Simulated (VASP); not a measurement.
# GaAs in VASP: notebook

The runs below take GaAs through single point, with PBE.

All numbers are computed with VASP 6.6.1; they aren't measurements. Logs are shortened: lines on timing, memory, paths and dates and some standing lists are left out, and cuts for length are marked.

### Step 1. The cell of the first run

It takes space group F-43m (No. 216, cubic). The conventional cell has a = 5.666 Å, b = 5.666 Å, c = 5.666 Å, α = 90.00°, β = 90.00°, γ = 90.00°. Within 3.2 Å of Ga (site symmetry -43m) lie 4 As at 2.45 Å. As (site symmetry -43m) has 4 Ga at 2.45 Å within 3.2 Å.

### Step 2. Single point, PBE

INCAR reads:

```
ALGO = Normal
EDIFF = 1E-6
ENCUT = 500
GGA = PE
GGA_COMPAT = False
ISIF = 2
ISMEAR = 0
LASPH = True
LCHARG = False
LREAL = False
LWAVE = False
NBANDS = 16
NELM = 120
PREC = Accurate
SIGMA = 0.01
```

KPOINTS reads:

```
k-points
0
Gamma
  4 4 4
```

POSCAR reads:

```
GaAs
1.0
    0.0000000000      2.8330831910      2.8330831910
    2.8330831910      0.0000000000      2.8330831910
    2.8330831910      2.8330831910      0.0000000000
Ga As
1 1
Direct
    0.0000000000      0.0000000000      0.0000000000
    0.2500000000      0.2500000000      0.2500000000
```

Potentials or basis: VASP PAW PBE potentials, release 64 (Ga_d, As).

On the command line:

```sh
> cat potpaw_PBE.64/Ga_d/POTCAR potpaw_PBE.64/As/POTCAR > POTCAR
> mpirun -np 1 vasp_std > vasp.out
```

OUTCAR:

```text
EDIFF = 1E-6
   ENCUT = 500
   GGA = PE
   ISIF = 2
   ISMEAR = 0
   LASPH = True
   LREAL = False
   NELM = 120
   PREC = Accurate

 ion  position               nearest neighbor table
   1  0.000  0.000  0.000-   2 2.45   2 2.45   2 2.45   2 2.45
   2  0.250  0.250  0.250-   1 2.45   1 2.45   1 2.45   1 2.45

  LATTYP: Found a face centered cubic cell.
 ALAT       =     5.6661663820

  Lattice vectors:

 A1 = (   0.0000000000,   2.8330831910,   2.8330831910)
 A2 = (   2.8330831910,   0.0000000000,   2.8330831910)
 A3 = (   2.8330831910,   2.8330831910,   0.0000000000)

Analysis of symmetry for initial positions (statically):
=====================================================================
 Subroutine PRICEL returns:
 Original cell was already a primitive cell.

 Routine SETGRP: Setting up the symmetry group for a
 face centered cubic supercell.

 Subroutine GETGRP returns: Found 24 space group operations
 (whereof 24 operations were pure point group operations)
 out of a pool of 48 trial point group operations.

The static configuration has the point symmetry T_d .

Analysis of symmetry for dynamics (positions and initial velocities):
=====================================================================
 Subroutine PRICEL returns:
 Original cell was already a primitive cell.

 Routine SETGRP: Setting up the symmetry group for a
 face centered cubic supercell.

 Subroutine GETGRP returns: Found 24 space group operations
 (whereof 24 operations were pure point group operations)
 out of a pool of 48 trial point group operations.

The dynamic configuration has the point symmetry T_d .

 Subroutine INISYM returns: Found 24 space group operations
 (whereof 24 operations are pure point group operations),
 and found     1 'primitive' translations

----------------------------------------------------------------------------------------

                                     Primitive cell

  volume of cell :      45.4787

  direct lattice vectors                    reciprocal lattice vectors
     0.000000000  2.833083191  2.833083191    -0.176486169  0.176486169  0.176486169
     2.833083191  0.000000000  2.833083191     0.176486169 -0.176486169  0.176486169
     2.833083191  2.833083191  0.000000000     0.176486169  0.176486169 -0.176486169

  length of vectors
     4.006584672  4.006584672  4.006584672     0.305683012  0.305683012  0.305683012

  position of ions in fractional coordinates (direct lattice)
     0.000000000  0.000000000  0.000000000
     0.250000000  0.250000000  0.250000000

  ion indices of the primitive-cell ions
   primitive index   ion index
                 1           1
                 2           2

----------------------------------------------------------------------------------------

 KPOINTS: k-points

Automatic generation of k-mesh.
 Grid dimensions read from file:
 generate k-points for:    4    4    4

 Generating k-lattice:

  Cartesian coordinates                     Fractional coordinates (reciprocal lattice)
    -0.044121542  0.044121542  0.044121542     0.250000000  0.000000000  0.000000000
     0.044121542 -0.044121542  0.044121542     0.000000000  0.250000000  0.000000000
     0.044121542  0.044121542 -0.044121542     0.000000000  0.000000000  0.250000000

  Length of vectors
     0.076420753  0.076420753  0.076420753

  Shift w.r.t. Gamma in fractional coordinates (k-lattice)
     0.000000000  0.000000000  0.000000000

 Subroutine IBZKPT returns following result:
 ===========================================

 Found      8 irreducible k-points:

 Following reciprocal coordinates:
            Coordinates               Weight
  0.000000  0.000000  0.000000      1.000000
  0.250000  0.000000  0.000000      8.000000
  0.500000  0.000000  0.000000      4.000000
  0.250000  0.250000  0.000000      6.000000
  0.500000  0.250000  0.000000     24.000000
 -0.250000  0.250000  0.000000     12.000000
  0.500000  0.500000  0.000000      3.000000
 -0.250000  0.500000  0.250000      6.000000
   k-points           NKPTS =      8   k-points in BZ     NKDIM =      8   number of bands    NBANDS=     16
   number of dos      NEDOS =    301   number of ions     NIONS =      2
   total plane-waves  NPLWV =  27000
   dimension x,y,z NGX =    30 NGY =   30 NGZ =   30
   dimension x,y,z NGXF=    60 NGYF=   60 NGZF=   60
   ions per type =               1   1
   NGX,Y,Z   is equivalent  to a cutoff of  12.45, 12.45, 12.45 a.u.
   NGXF,Y,Z  is equivalent  to a cutoff of  24.90, 24.90, 24.90 a.u.
 SYSTEM =  unknown system
   PREC   = accura    normal or accurate (medium, high low for compatibility)
   ISTART =      0    job   : 0-new  1-cont  2-samecut
   ICHARG =      2    charge: 1-file 2-atom 10-const
   ISPIN  =      1    spin polarized calculation?
   LNONCOLLINEAR =      F non collinear calculations
   LSORBIT =      F    spin-orbit coupling
   LASPH  =      T    aspherical Exc in radial PAW
   ENCUT  =  500.0 eV  36.75 Ry    6.06 a.u.   7.30  7.30  7.30*2*pi/ulx,y,z
   NELM   =    120;   NELMIN=  2; NELMDL= -5     # of ELM steps
   EDIFF  = 0.1E-05   stopping-criterion for ELM
   LREAL  =      F    real-space projection
   EDIFFG = 0.1E-04   stopping-criterion for IOM
   NSW    =      0    number of steps for IOM
   IBRION =     -1    ionic relax: 0-MD 1-quasi-New 2-CG
   NFREE  =      0    steps in history (QN), initial steepest desc. (CG)
   ISIF   =      2    stress and relaxation
   ISYM   =      2    0-nonsym 1-usesym 2-fastsym
   POTIM  = 0.5000    time-step for ionic-motion
   TEBEG  =    0.0;   TEEND  =   0.0 temperature during run
   PSTRESS=    0.0 pullay stress
   NELECT =      18.0000    total number of electrons
   NUPDOWN=      -1.0000    fix difference up-down
   EMIN   =  10.00;   EMAX   =-10.00  energy-range for DOS
   EFERMI =   0.00;   METHOD = LEGACY
   ISMEAR =     0;   SIGMA  =   0.01  broadening in eV -4-tet -1-fermi 0-gaus
   EFERMI_NEDOS =   21; number of points for ismear=-14 and -15
   IALGO  =     38    algorithm
   IMIX   =      4    mixing-type and parameters
     AMIX     =   0.40;   BMIX     =  1.00
     AMIX_MAG =   1.60;   BMIX_MAG =  1.00
  volume/ion in A,a.u.               =      22.74       153.45
  Fermi-wavevector in a.u.,A,eV,Ry     =   1.201978  2.271408 19.657016  1.444750
  Thomas-Fermi vector in A             =   2.337772
   LORBIT       =      0    0 simple, 1 ext, 2 COOP (PROOUT), +10 PAW based schemes
   GGA     = PE    functional components
   LHFCALC =     F    Hartree Fock is set to
   AEXX    =    0.0000 exact exchange contribution
   IVDW    =     0    specifies the selected vdW correction
   LEPSILON=     F    determine dielectric tensor
   LRPA    =     F    only Hartree local field effects (RPA)
 non-spin polarized calculation
 Gauss-broadening in eV      SIGMA  =   0.01
  energy-cutoff  :      500.00
  volume of cell :       45.48
 maximum number of plane-waves:      1174
 NGX is ok and might be reduce to    30
   NGX = 15   NGY = 15   NGZ = 15

 number of electron      17.9999990 magnetization

 Free energy of the ion-electron system (eV)
  ---------------------------------------------------
  ext. energy  EPLUGINS =         0.00000000
  ---------------------------------------------------
  free energy    TOTEN  =        -8.07956828 eV

  energy without entropy =       -8.07956828  energy(sigma->0) =       -8.07956828

 E-fermi :   3.9730     XC(G=0):  -9.5309

 val. band max:        3.9193153471   @ k =   0.0000   0.0000   0.0000
 cond. band min:       4.3782572063   @ k =   0.0000   0.0000   0.0000
 fundamental gap:      0.4589418591
 Fermi energy:         3.9730131356

 k-point     1 :       0.0000    0.0000    0.0000
  band No.  band energies     occupation
      1     -10.9331      2.00000
      2     -10.9331      2.00000
      3     -10.9331      2.00000
      4     -10.8569      2.00000
      5     -10.8569      2.00000
      6      -8.7616      2.00000
[... 8 lines left out ...]
     15      13.9959      0.00000
     16      13.9959      0.00000

 k-point     2 :       0.2500    0.0000    0.0000
  band No.  band energies     occupation
      1     -10.9733      2.00000
      2     -10.9222      2.00000
      3     -10.9222      2.00000
      4     -10.8566      2.00000
      5     -10.8566      2.00000
      6      -8.0753      2.00000
[... 8 lines left out ...]
     15      12.9090      0.00000
     16      12.9090      0.00000

 k-point     3 :       0.5000    0.0000    0.0000
  band No.  band energies     occupation
      1     -11.0080      2.00000
      2     -10.9143      2.00000
      3     -10.9143      2.00000
      4     -10.8531      2.00000
      5     -10.8531      2.00000
      6      -7.0111      2.00000
[... 8 lines left out ...]
     15      15.7325      0.00000
     16      15.7325      0.00000

 k-point     4 :       0.2500    0.2500    0.0000
  band No.  band energies     occupation
      1     -10.9931      2.00000
      2     -10.9098      2.00000
      3     -10.9098      2.00000
      4     -10.8681      2.00000
      5     -10.8507      2.00000
      6      -7.8412      2.00000
[... 8 lines left out ...]
     15      14.9949      0.00000
     16      15.2774      0.00000

 k-point     5 :       0.5000    0.2500    0.0000
  band No.  band energies     occupation
      1     -11.0194      2.00000
      2     -10.9039      2.00000
      3     -10.8988      2.00000
      4     -10.8674      2.00000
      5     -10.8500      2.00000
      6      -6.7225      2.00000
[... 8 lines left out ...]
     15      15.8821      0.00000
     16      16.4468      0.00000

 k-point     6 :      -0.2500    0.2500    0.0000
  band No.  band energies     occupation
      1     -11.0051      2.00000
      2     -10.9106      2.00000
      3     -10.9086      2.00000
      4     -10.8587      2.00000
      5     -10.8565      2.00000
      6      -7.1343      2.00000
[... 8 lines left out ...]
     15      14.2166      0.00000
     16      16.5518      0.00000

 k-point     7 :       0.5000    0.5000    0.0000
  band No.  band energies     occupation
      1     -11.0390      2.00000
      2     -10.8854      2.00000
      3     -10.8854      2.00000
      4     -10.8816      2.00000
      5     -10.8444      2.00000
      6      -6.2728      2.00000
[... 8 lines left out ...]
     15      17.1919      0.00000
     16      17.2233      0.00000

 k-point     8 :      -0.2500    0.5000    0.2500
  band No.  band energies     occupation
      1     -11.0262      2.00000
      2     -10.9031      2.00000
      3     -10.8900      2.00000
      4     -10.8673      2.00000
      5     -10.8529      2.00000
      6      -6.2160      2.00000
[... 8 lines left out ...]
     15      16.0550      0.00000
     16      17.1813      0.00000

------------------------ aborting loop because EDIFF is reached ----------------------------------------

  FORCE on cell =-STRESS in cart. coord.  units (eV):
  Direction    XX          YY          ZZ          XY          YZ          ZX
  --------------------------------------------------------------------------------------
  -------------------------------------------------------------------------------------
  Total        0.9065268      0.9065268      0.9065268      0.0000000      0.0000000     -0.0000000
  in kB       31.9361994     31.9361994     31.9361994      0.0000000      0.0000000     -0.0000000
  external PRESSURE =      31.9361994 kB  Pullay stress =       0.0000000 kB

 VOLUME and BASIS-vectors are now :
 -----------------------------------------------------------------------------
  energy-cutoff  :      500.00
  volume of cell :       45.48
      direct lattice vectors                 reciprocal lattice vectors
     0.000000000  2.833083191  2.833083191    -0.176486169  0.176486169  0.176486169
     2.833083191  0.000000000  2.833083191     0.176486169 -0.176486169  0.176486169
     2.833083191  2.833083191  0.000000000     0.176486169  0.176486169 -0.176486169

 POSITION                                       TOTAL-FORCE (eV/Angst)
 -----------------------------------------------------------------------------------
      0.00000      0.00000      0.00000        -0.000000     -0.000000     -0.000000
      1.41654      1.41654      1.41654         0.000000      0.000000      0.000000
 -----------------------------------------------------------------------------------
    total drift:                               -0.000000     -0.000000      0.000000

  FREE ENERGIE OF THE ION-ELECTRON SYSTEM (eV)
  ---------------------------------------------------
  free  energy   TOTEN  =        -8.0795682794 eV

  energy  without entropy=       -8.0795682794  energy(sigma->0) =       -8.07956828
```

Wall time 15 s (1 thread of Intel Xeon 8259CL, shared host); peak memory 0.16 GiB.

Results:

| Quantity | Value |
| --- | --- |
| Free energy | -8.0796 eV |
| Pressure | 3.2 GPa |
| Band gap on the k mesh | 0.46 eV, direct |

Caveat: the k points lie up to 0.48 Å⁻¹ apart. As with any semilocal functional, this PBE gap is likely too small.

### Step 3. Single point, PBE (uniaxial x strain -1.9%)

INCAR reads:

```
SYSTEM = GaAs
ALGO = Normal ; EDIFF = 1E-6
ENCUT = 500 ; GGA = PE
GGA_COMPAT = .False. ; ISIF = 2
ISMEAR = 0 ; LASPH = .True.
LCHARG = .True. ; LELF = .True.
LREAL = .False. ; LVHAR = .True.
LWAVE = .False. ; NBANDS = 16
NELM = 120 ; PREC = Accurate
SIGMA = 0.01
```

KPOINTS reads:

```
k-points
0
Gamma
  4 4 4
  0 0 0
```

POSCAR reads:

```
GaAs
1.0
    0.0000000000      2.8330831910      2.8330831910
    2.7798212270      0.0000000000      2.8330831910
    2.7798212270      2.8330831910      0.0000000000
Ga As
1 1
Direct
    0.0000000000      0.0000000000      0.0000000000
    0.2500000000      0.2500000000      0.2500000000
```

Potentials or basis: VASP PAW PBE potentials, release 64 (Ga_d, As).

On the command line:

```sh
> cat potpaw_PBE.64/Ga_d/POTCAR potpaw_PBE.64/As/POTCAR > POTCAR
> mpirun -np 1 vasp_std > vasp.out
```

Run time: 22 s. Hardware: 1 thread of Intel Xeon 8259CL, shared host; peak memory 0.17 GiB.

The run converged. Its results:

| Item | Value |
| --- | --- |
| Free energy | -8.0564 eV |
| Pressure | 4.7 GPa |
| Band gap on the k mesh | 0.53 eV, direct |

Stress tensor (GPa, compression positive):
```
5.42 0.00 0.00
0.00 4.31 0.00
0.00 0.00 4.31
```

Levels at points of the mesh, in eV from the valence-band top:
```
           k point  band 5  band 6  band 7  band 8  band 9  band 10  band 11  band 12  band 13  band 14
(0.00, 0.00, 0.00)  -14.87  -12.89   -0.11   -0.11    0.00     0.53     3.59     3.65     3.65     7.55
(0.50, 0.00, 0.00)  -14.87  -11.08   -6.80   -1.32   -1.16     0.94     4.47     4.61     7.68    10.42
(0.50, 0.50, 0.00)  -14.86  -10.34   -7.01   -2.77   -2.76     1.38     1.62    10.09    10.21    10.97
(0.00, 0.50, 0.50)  -14.86  -10.27   -6.90   -2.89   -2.89     1.26     1.44    10.18    10.18    11.12
```

Caveat: the k points lie up to 0.48 Å⁻¹ apart; the cell differs from its parent crystal (uniaxial x strain -1.9%).
